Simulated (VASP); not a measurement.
Here is a VASP 6.6.1 calculation.

The input INCAR:

```
SYSTEM = TiO2
ALGO = Normal
EDIFF = 1E-7
ENCUT = 520
GGA = PE
ISIF = 2
ISMEAR = 0
LASPH = .True.
LCHARG = .True.
LDAU = .True.
LDAUJ = 0 0
LDAUL = 2 -1
LDAUPRINT = 1
LDAUTYPE = 2
LDAUU = 4 0
LELF = .True.
LMAXMIX = 4
LREAL = .False.
LVHAR = .True.
LWAVE = .False.
NBANDS = 60
NELM = 150
PREC = Accurate
SIGMA = 0.02
```

File KPOINTS:

```
k-points
0
Gamma
  6 6 4
  0 0 0
```

The input POSCAR:

```
TiO2
1.0
    3.9325407071      0.0000000000      0.0000000000
    0.0000000000      3.9325407071      0.0000000000
    0.0000000000      0.0000000000      9.4491973130
Ti O
4 8
Direct
    0.0000000000      0.0000000000      0.0000000000
    0.0000000000      0.5000000000      0.2500000000
    0.5000000000      0.5000000000      0.5000000000
    0.5000000000      0.0000000000      0.7500000000
    0.0000000000      0.5000000000      0.4590501380
    0.0000000000      0.0000000000      0.2090501380
    0.0000000000      0.5000000000      0.0409498620
    0.5000000000      0.5000000000      0.2909498620
    0.5000000000      0.0000000000      0.9590501380
    0.5000000000      0.5000000000      0.7090501380
    0.5000000000      0.0000000000      0.5409498620
    0.0000000000      0.0000000000      0.7909498620
```

Potentials or basis: VASP PAW PBE potentials, release 64 (Ti_sv, O).

Launch:

```console
$ cat potpaw_PBE.64/Ti_sv/POTCAR potpaw_PBE.64/O/POTCAR > POTCAR
$ mpirun -np 1 vasp_std > vasp.out
```

(1) Estimate the band gap on the k mesh.

(2) Predict the pressure.

Results:

(1) 2.49 eV.

(2) -1.9 GPa.

Caveat: the cell differs from its parent crystal (biaxial strain in the a-b plane: +3.0 %, then relaxed in part); the stress differs along the axes, from -5 to 4 GPa.
